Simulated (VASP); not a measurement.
# Sb2Se3 (Pm-3m) in VASP: single point with PBE

Aim: the single point of Sb2Se3 with PBE.

Program: VASP 6.6.1. These are calculated values, not measurements. Logs are shortened: lines on timing, memory, paths and dates and some standing lists are left out, and cuts for length are marked.

## 1. The cell of the first run

The structure is cubic, space group Pm-3m (No. 221). The conventional cell has a = 7.574 Å, b = 7.574 Å, c = 7.574 Å, α = 90.00°, β = 90.00°, γ = 90.00°. Within 5.4 Å of Sb (site symmetry 4/mmm) lie 8 Se at 3.96 Å and 12 Sb at 5.36 Å. Within 3.5 Å of Sb (site symmetry m-3m) lie 6 Se at 2.62 Å. Se (site symmetry 4mm) has 1 Se at 2.34 Å and 1 Sb at 2.62 Å within 3.1 Å.

The cell was built from a structure type or drawn by symmetry, and may not be a known phase.

## 2. Single point, PBE

INCAR reads:

```
SYSTEM = Sb2Se3
ALGO = Normal
EDIFF = 1E-6
ENCUT = 500
GGA = PE
GGA_COMPAT = .FALSE.
ISIF = 2
ISMEAR = 0
LASPH = .TRUE.
LCHARG = .FALSE.
LREAL = .FALSE.
LWAVE = .FALSE.
NBANDS = 39
NELM = 120
PREC = Accurate
SIGMA = 0.15
```

KPOINTS reads:

```
k-points
0
G
  2 2 2
  0 0 0
```

POSCAR reads:

```
Sb2Se3
1.0
    7.5740974718      0.0000000000      0.0000000000
    0.0000000000      7.5740974718      0.0000000000
    0.0000000000      0.0000000000      7.5740974718
Sb Se
4 6
Direct
    0.0000000000      0.5000000000      0.5000000000
    0.5000000000      0.0000000000      0.5000000000
    0.5000000000      0.5000000000      0.0000000000
    0.0000000000      0.0000000000      0.0000000000
    0.3453267481      0.0000000000      0.0000000000
    0.6546732519      0.0000000000      0.0000000000
    0.0000000000      0.3453267481      0.0000000000
    0.0000000000      0.6546732519      0.0000000000
    0.0000000000      0.0000000000      0.3453267481
    0.0000000000      0.0000000000      0.6546732519
```

Potentials or basis: VASP PAW PBE potentials, release 64 (Sb, Se).

Run with:

```sh
> cat potpaw_PBE.64/Sb/POTCAR potpaw_PBE.64/Se/POTCAR > POTCAR
> mpirun -np 1 vasp_std > vasp.out
```

OUTCAR:

```text
SYSTEM = Sb2Se3
   EDIFF = 1E-6
   ENCUT = 500
   GGA = PE
   ISIF = 2
   ISMEAR = 0
   LASPH = .TRUE.
   LREAL = .FALSE.
   NELM = 120
   PREC = Accurate

 ion  position               nearest neighbor table
   1  0.000  0.500  0.500-
   2  0.500  0.000  0.500-
   3  0.500  0.500  0.000-
   4  0.000  0.000  0.000-   5 2.62   6 2.62   7 2.62   8 2.62   9 2.62  10 2.62
   5  0.345  0.000  0.000-   6 2.34   4 2.62
   6  0.655  0.000  0.000-   5 2.34   4 2.62
   7  0.000  0.345  0.000-   8 2.34   4 2.62
   8  0.000  0.655  0.000-   7 2.34   4 2.62
   9  0.000  0.000  0.345-  10 2.34   4 2.62
  10  0.000  0.000  0.655-   9 2.34   4 2.62

  LATTYP: Found a simple cubic cell.
 ALAT       =     7.5740974718

  Lattice vectors:

 A1 = (   7.5740974718,   0.0000000000,   0.0000000000)
 A2 = (   0.0000000000,   7.5740974718,   0.0000000000)
 A3 = (   0.0000000000,   0.0000000000,   7.5740974718)

Analysis of symmetry for initial positions (statically):
=====================================================================
 Subroutine PRICEL returns:
 Original cell was already a primitive cell.

 Routine SETGRP: Setting up the symmetry group for a
 simple cubic supercell.

 Subroutine GETGRP returns: Found 48 space group operations
 (whereof 48 operations were pure point group operations)
 out of a pool of 48 trial point group operations.

The static configuration has the point symmetry O_h .

Analysis of symmetry for dynamics (positions and initial velocities):
=====================================================================
 Subroutine PRICEL returns:
 Original cell was already a primitive cell.

 Routine SETGRP: Setting up the symmetry group for a
 simple cubic supercell.

 Subroutine GETGRP returns: Found 48 space group operations
 (whereof 48 operations were pure point group operations)
 out of a pool of 48 trial point group operations.

The dynamic configuration has the point symmetry O_h .

 Subroutine INISYM returns: Found 48 space group operations
 (whereof 48 operations are pure point group operations),
 and found     1 'primitive' translations

----------------------------------------------------------------------------------------

                                     Primitive cell

  volume of cell :     434.5029

  direct lattice vectors                    reciprocal lattice vectors
     7.574097472  0.000000000  0.000000000     0.132028932  0.000000000  0.000000000
     0.000000000  7.574097472  0.000000000     0.000000000  0.132028932  0.000000000
     0.000000000  0.000000000  7.574097472     0.000000000  0.000000000  0.132028932

  length of vectors
     7.574097472  7.574097472  7.574097472     0.132028932  0.132028932  0.132028932

  position of ions in fractional coordinates (direct lattice)
     0.000000000  0.500000000  0.500000000
     0.500000000  0.000000000  0.500000000
     0.500000000  0.500000000  0.000000000
     0.000000000  0.000000000  0.000000000
     0.345326748  0.000000000  0.000000000
     0.654673252  0.000000000  0.000000000
     0.000000000  0.345326748  0.000000000
     0.000000000  0.654673252  0.000000000
     0.000000000  0.000000000  0.345326748
     0.000000000  0.000000000  0.654673252

  ion indices of the primitive-cell ions
   primitive index   ion index
                 1           1
                 2           2
                 3           3
                 4           4
                 5           5
                 6           6
                 7           7
                 8           8
                 9           9
                10          10

----------------------------------------------------------------------------------------

 KPOINTS: k-points

Automatic generation of k-mesh.
 Grid dimensions read from file:
 generate k-points for:    2    2    2

 Generating k-lattice:

  Cartesian coordinates                     Fractional coordinates (reciprocal lattice)
     0.066014466  0.000000000  0.000000000     0.500000000  0.000000000  0.000000000
     0.000000000  0.066014466  0.000000000     0.000000000  0.500000000  0.000000000
     0.000000000  0.000000000  0.066014466     0.000000000  0.000000000  0.500000000

  Length of vectors
     0.066014466  0.066014466  0.066014466

  Shift w.r.t. Gamma in fractional coordinates (k-lattice)
     0.000000000  0.000000000  0.000000000

 Subroutine IBZKPT returns following result:
 ===========================================

 Found      4 irreducible k-points:

 Following reciprocal coordinates:
            Coordinates               Weight
  0.000000  0.000000  0.000000      1.000000
  0.500000  0.000000  0.000000      3.000000
  0.500000  0.500000  0.000000      3.000000
  0.500000  0.500000  0.500000      1.000000
   k-points           NKPTS =      4   k-points in BZ     NKDIM =      4   number of bands    NBANDS=     39
   number of dos      NEDOS =    301   number of ions     NIONS =     10
   total plane-waves  NPLWV = 175616
   dimension x,y,z NGX =    56 NGY =   56 NGZ =   56
   dimension x,y,z NGXF=   112 NGYF=  112 NGZF=  112
   ions per type =               4   6
   NGX,Y,Z   is equivalent  to a cutoff of  12.29, 12.29, 12.29 a.u.
   NGXF,Y,Z  is equivalent  to a cutoff of  24.58, 24.58, 24.58 a.u.
 SYSTEM =  Sb2Se3
   PREC   = accura    normal or accurate (medium, high low for compatibility)
   ISTART =      0    job   : 0-new  1-cont  2-samecut
   ICHARG =      2    charge: 1-file 2-atom 10-const
   ISPIN  =      1    spin polarized calculation?
   LNONCOLLINEAR =      F non collinear calculations
   LSORBIT =      F    spin-orbit coupling
   LASPH  =      T    aspherical Exc in radial PAW
   ENCUT  =  500.0 eV  36.75 Ry    6.06 a.u.  13.81 13.81 13.81*2*pi/ulx,y,z
   NELM   =    120;   NELMIN=  2; NELMDL= -5     # of ELM steps
   EDIFF  = 0.1E-05   stopping-criterion for ELM
   LREAL  =      F    real-space projection
   EDIFFG = 0.1E-04   stopping-criterion for IOM
   NSW    =      0    number of steps for IOM
   IBRION =     -1    ionic relax: 0-MD 1-quasi-New 2-CG
   NFREE  =      0    steps in history (QN), initial steepest desc. (CG)
   ISIF   =      2    stress and relaxation
   ISYM   =      2    0-nonsym 1-usesym 2-fastsym
   POTIM  = 0.5000    time-step for ionic-motion
   TEBEG  =    0.0;   TEEND  =   0.0 temperature during run
   PSTRESS=    0.0 pullay stress
   NELECT =      56.0000    total number of electrons
   NUPDOWN=      -1.0000    fix difference up-down
   EMIN   =  10.00;   EMAX   =-10.00  energy-range for DOS
   EFERMI =   0.00;   METHOD = LEGACY
   ISMEAR =     0;   SIGMA  =   0.15  broadening in eV -4-tet -1-fermi 0-gaus
   EFERMI_NEDOS =   21; number of points for ismear=-14 and -15
   IALGO  =     38    algorithm
   IMIX   =      4    mixing-type and parameters
     AMIX     =   0.40;   BMIX     =  1.00
     AMIX_MAG =   1.60;   BMIX_MAG =  1.00
  volume/ion in A,a.u.               =      43.45       293.22
  Fermi-wavevector in a.u.,A,eV,Ry     =   0.826939  1.562687  9.304038  0.683828
  Thomas-Fermi vector in A             =   1.939057
   LORBIT       =      0    0 simple, 1 ext, 2 COOP (PROOUT), +10 PAW based schemes
   GGA     = PE    functional components
   LHFCALC =     F    Hartree Fock is set to
   AEXX    =    0.0000 exact exchange contribution
   IVDW    =     0    specifies the selected vdW correction
   LEPSILON=     F    determine dielectric tensor
   LRPA    =     F    only Hartree local field effects (RPA)
 non-spin polarized calculation
 Gauss-broadening in eV      SIGMA  =   0.15
  energy-cutoff  :      500.00
  volume of cell :      434.50
 maximum number of plane-waves:     11067
 NGX is ok and might be reduce to    56
   NGX = 27   NGY = 27   NGZ = 27

 number of electron      55.9999996 magnetization

 Free energy of the ion-electron system (eV)
  ---------------------------------------------------
  ext. energy  EPLUGINS =         0.00000000
  ---------------------------------------------------
  free energy    TOTEN  =       -26.92640069 eV

  energy without entropy =      -26.67591560  energy(sigma->0) =      -26.80115815

 E-fermi :   0.9634     XC(G=0):  -7.2725

 val. band max:        0.9525674992   @ k =   0.5000   0.0000   0.0000
 cond. band min:       0.9739586844   @ k =   0.5000   0.5000   0.0000
 fundamental gap:      0.0213911852
 Fermi energy:         0.9633991572

 k-point     1 :       0.0000    0.0000    0.0000
  band No.  band energies     occupation
      1     -13.6658      2.00000
      2     -12.8039      2.00000
      3     -12.8039      2.00000
      4     -10.6113      2.00000
      5     -10.6113      2.00000
      6     -10.6113      2.00000
[... 31 lines left out ...]
     38       5.1375      0.00000
     39       6.3518      0.00000

 k-point     2 :       0.5000    0.0000    0.0000
  band No.  band energies     occupation
      1     -13.5017      2.00000
      2     -13.0073      2.00000
      3     -12.8022      2.00000
      4     -10.9729      2.00000
      5     -10.6103      2.00000
      6     -10.6103      2.00000
[... 31 lines left out ...]
     38       4.5716      0.00000
     39       5.9550      0.00000

 k-point     3 :       0.5000    0.5000    0.0000
  band No.  band energies     occupation
      1     -13.2762      2.00000
      2     -13.0055      2.00000
      3     -13.0055      2.00000
      4     -11.5908      2.00000
      5     -10.6093      2.00000
      6     -10.0191      2.00000
[... 31 lines left out ...]
     38       4.7354      0.00000
     39       5.4440      0.00000

 k-point     4 :       0.5000    0.5000    0.5000
  band No.  band energies     occupation
      1     -13.0037      2.00000
      2     -13.0037      2.00000
      3     -13.0037      2.00000
      4     -12.3543      2.00000
      5     -10.0186      2.00000
      6     -10.0186      2.00000
[... 31 lines left out ...]
     38       5.0030      0.00000
     39       5.0030      0.00000

------------------------ aborting loop because EDIFF is reached ----------------------------------------

  FORCE on cell =-STRESS in cart. coord.  units (eV):
  Direction    XX          YY          ZZ          XY          YZ          ZX
  --------------------------------------------------------------------------------------
  -------------------------------------------------------------------------------------
  Total        0.2000350      0.2000350      0.2000350     -0.0000000      0.0000000     -0.0000000
  in kB        0.7376052      0.7376052      0.7376052     -0.0000000      0.0000000     -0.0000000
  external PRESSURE =       0.7376052 kB  Pullay stress =       0.0000000 kB

 VOLUME and BASIS-vectors are now :
 -----------------------------------------------------------------------------
  energy-cutoff  :      500.00
  volume of cell :      434.50
      direct lattice vectors                 reciprocal lattice vectors
     7.574097472  0.000000000  0.000000000     0.132028932  0.000000000  0.000000000
     0.000000000  7.574097472  0.000000000     0.000000000  0.132028932  0.000000000
     0.000000000  0.000000000  7.574097472     0.000000000  0.000000000  0.132028932

 POSITION                                       TOTAL-FORCE (eV/Angst)
 -----------------------------------------------------------------------------------
      0.00000      3.78705      3.78705         0.000000      0.000000      0.000000
      3.78705      0.00000      3.78705         0.000000      0.000000      0.000000
      3.78705      3.78705      0.00000         0.000000      0.000000      0.000000
      0.00000      0.00000      0.00000         0.000000      0.000000      0.000000
      2.61554      0.00000      0.00000         0.028594      0.000000      0.000000
      4.95856      0.00000      0.00000        -0.028594      0.000000      0.000000
      0.00000      2.61554      0.00000         0.000000      0.028594      0.000000
      0.00000      4.95856      0.00000         0.000000     -0.028594      0.000000
      0.00000      0.00000      2.61554        -0.000000      0.000000      0.028594
      0.00000      0.00000      4.95856         0.000000      0.000000     -0.028594
 -----------------------------------------------------------------------------------
    total drift:                               -0.000000      0.000000      0.000000

  FREE ENERGIE OF THE ION-ELECTRON SYSTEM (eV)
  ---------------------------------------------------
  free  energy   TOTEN  =       -26.9264006905 eV

  energy  without entropy=      -26.6759156021  energy(sigma->0) =      -26.80115815
```

Wall time 40 s (1 thread of Intel Xeon 6975P-C (Granite Rapids), shared host); peak memory 0.42 GiB.

What came out:

* Free energy: -26.9264 eV
* Pressure: 0.1 GPa
* Largest force: 0.029 eV/Å
* Band gap on the k mesh: zero (bands 28 and 29 overlap by 0.25 eV)

Forces on the atoms (eV/Å):
```
Sb   0.000  0.000  0.000
Sb   0.000  0.000  0.000
Sb   0.000  0.000  0.000
Sb   0.000  0.000  0.000
Se   0.029  0.000  0.000
Se  -0.029  0.000  0.000
Se   0.000  0.029  0.000
Se   0.000 -0.029  0.000
Se   0.000  0.000  0.029
Se   0.000  0.000 -0.029
```

Caveat: the k points lie up to 0.41 Å⁻¹ apart; spin-orbit coupling is left out, which moves the levels of the heavy elements.
